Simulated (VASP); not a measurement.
A run of VASP 6.6.1:

File POSCAR:

```
NaCaF3
1.0
    4.2911407311      0.0000000000      0.0000000000
    0.0000000000      4.2911407311      0.0000000000
    0.0000000000      0.0000000000      4.2911407311
Na Ca F
1 1 3
Direct
    0.0000000000      0.0000000000      0.0000000000
    0.5000000000      0.5000000000      0.5000000000
    0.5000000000      0.5000000000      0.0000000000
    0.5000000000      0.0000000000      0.5000000000
    0.0000000000      0.5000000000      0.5000000000
```

Contents of INCAR.step1:

```
SYSTEM = NaCaF3
PREC = Accurate ; ENCUT = 520
ISMEAR = 0 ; SIGMA = 0.01
LREAL = .FALSE. ; LASPH = .TRUE.
NELM = 60 ; NBANDS = 27
GGA = PE ; ALGO = Normal
EDIFF = 1E-4 ; LWAVE = .TRUE.
LCHARG = .FALSE.
```

INCAR.step2

```
SYSTEM = NaCaF3
PREC = Accurate ; ENCUT = 520
EDIFF = 1E-7 ; ISMEAR = 0
SIGMA = 0.01 ; LREAL = .FALSE.
LASPH = .TRUE. ; NELM = 60
ALGO = Normal ; ISIF = 2
LWAVE = .FALSE. ; LCHARG = .FALSE.
METAGGA = R2SCAN ; LMIXTAU = .TRUE.
NBANDS = 27 ; ISTART = 1
```

Contents of KPOINTS:

```
Automatic mesh
0
G
  6 6 6
  0 0 0
```

Potentials or basis: VASP PAW PBE potentials, release 64 (Na_pv, Ca_sv, F).

Launch:

```console
$ cat potpaw_PBE.64/Na_pv/POTCAR potpaw_PBE.64/Ca_sv/POTCAR potpaw_PBE.64/F/POTCAR > POTCAR
$ cp INCAR.step1 INCAR
$ mpirun -np 1 vasp_std > vasp.out
$ cp INCAR.step2 INCAR
$ mpirun -np 1 vasp_std > vasp.out
```

Hardware: 1 thread of Intel(R) Xeon(R) 6975P-C (Granite Rapids) (shared host).

How long does it take, and how much memory?

Wall time 43 s on 1 thread of Intel(R) Xeon(R) 6975P-C (Granite Rapids), with other jobs on the host, peak memory 0.2 GiB. Counts: k points 20.
